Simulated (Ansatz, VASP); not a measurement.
**Zn: VASP beside Ansatz**

File INCAR:

```
PREC = Accurate
ENCUT = 520
EDIFF = 1E-6
ISMEAR = 1
SIGMA = 0.05
LREAL = False
LASPH = True
NELM = 100
ALGO = Normal
ISIF = 2
LWAVE = False
LCHARG = False
GGA = PS
NBANDS = 12
```

Contents of KPOINTS:

```
regular mesh
0
Gamma
  10 10 10
```

Contents of POSCAR:

```
Zn
1.0
   -1.5287874042      1.5287874042      1.5287874042
    1.5287874042     -1.5287874042      1.5287874042
    1.5287874042      1.5287874042     -1.5287874042
Zn
1
Direct
    0.0000000000      0.0000000000      0.0000000000
```

Input for Ansatz:

```yaml
crystal:
  lattice:
    - [-1.528787404174386, 1.528787404174386, 1.528787404174386]
    - [1.528787404174386, -1.528787404174386, 1.528787404174386]
    - [1.528787404174386, 1.528787404174386, -1.528787404174386]
  atoms:
    - { symbol: Zn, position: [0.0, 0.0, 0.0] }
basis:
  ecutwfc: 476.19925930478996
kpoints:
  mp_grid:
    grid: [10, 10, 10]
hamiltonian:
  xc: pbesol
scf:
  algorithm: density_mixing
  convergence:
    dr2_threshold: 1.0e-07
  occupations:
    method: cold
    width: 0.05
  eigensolver:
    kind: auto
    full_accuracy: true
output:
  stress: true
```

Alike in both runs: task single point; functional PBEsol; k mesh 10 × 10 × 10; no spin polarisation.

```csv
,VASP,Ansatz
version,VASP 6.6.1,Ansatz 0.2.0
potentials or method,"VASP PAW PBE potentials, release 64 (Zn), cutoff 520 eV","plane waves, PAW"
occupations,"methfessel-paxton of order 1, width 0.05 eV","cold, width 0.05 eV"
valence electrons in the cell,12,12
```

|  | VASP | Ansatz | Ansatz less VASP |
| --- | --- | --- | --- |
| pressure (GPa) | 0.9 | 0.5 | -0.43 |

VASP's potentials were made for PBE, not for PBEsol. Ansatz's warnings: stress scf threshold loose.
